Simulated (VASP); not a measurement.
# AlP: single point with PBE

The system is AlP.

```
Al P
1.0
     0.00000    2.76744    2.76744
     2.76744    0.00000    2.76744
     2.76744    2.76744    0.00000
Al P
1 1
Cartesian
  0.0000 0.0000 0.0000
  1.3837 1.3837 1.3837
```

| Quantity | Value |
| --- | --- |
| Program | VASP 6.6.1 |
| Task | single point |
| Functional | PBE |
| Potentials or basis | VASP PAW PBE potentials, release 64 (Al, P) |
| Cutoff | 500 eV |
| k mesh | 3 × 3 × 3 |
| Occupations | gaussian, width 0.01 eV |
| Spin | no spin polarisation |

The pressure is 0.0 GPa and the band gap on the k mesh is 2.18 eV, indirect (least direct gap 2.94 eV).

Levels at points of the mesh, in eV from the valence-band top:
| k point | band 1 | band 2 | band 3 | band 4 | band 5 | band 6 | band 7 | band 8 |
| --- | --- | --- | --- | --- | --- | --- | --- | --- |
| (0.00, 0.00, 0.00) | -11.29 | 0.00 | 0.00 | 0.00 | 2.94 | 4.43 | 4.43 | 4.43 |

It took 7.1 s on 1 thread of Intel Xeon 8259CL, on a shared host, peak memory 0.15 GiB.

Caveat: the k points lie up to 0.66 Å⁻¹ apart. PBE gaps usually lie below the measured ones, often by a third to a half.
